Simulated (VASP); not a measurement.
Write the native input for VASP 6.6.1 that does the following.

```
Task                   : single point
Functional             : PBE
Potentials or basis    : VASP PAW PBE potentials, release 64 (In_d, Pd)
Cutoff                 : 520 eV
k mesh                 : 8 × 8 × 8
Occupations            : fermi-dirac, width 0.05 eV
Spin                   : no spin polarisation
Dipole correction      : no
Further INCAR settings : ALGO = Fast; EDIFF = 1e-06; NBANDS = 18
```

The structure of InPd lies in POSCAR:

```
InPd
1.0
    3.2609773931      0.0000000000      0.0000000000
    0.0000000000      3.2609773931      0.0000000000
    0.0000000000      0.0000000000      3.2609773931
In Pd
1 1
Direct
    0.0000000000      0.0000000000      0.0000000000
    0.5000000000      0.5000000000      0.5000000000
```

The input as run:

INCAR

```
PREC = Accurate
ENCUT = 520
EDIFF = 1E-6
ISMEAR = -1
SIGMA = 0.05
LREAL = F
LASPH = T
NELM = 60
ALGO = Fast
ISIF = 2
LWAVE = F
LCHARG = T
GGA = PE
LELF = T
LVHAR = T
NBANDS = 18
```

KPOINTS

```
Automatic mesh
0
Gamma
  8 8 8
```

Potentials or basis: VASP PAW PBE potentials, release 64 (In_d, Pd).

Command:

```console
$ cat potpaw_PBE.64/In_d/POTCAR potpaw_PBE.64/Pd/POTCAR > POTCAR
$ mpirun -np 1 vasp_std > vasp.out
```

Results of the run:

* Pressure: 5.1 GPa

It took 10 s on 1 thread of Intel(R) Xeon(R) 6975P-C (Granite Rapids) (shared host), peak memory 0.14 GiB.
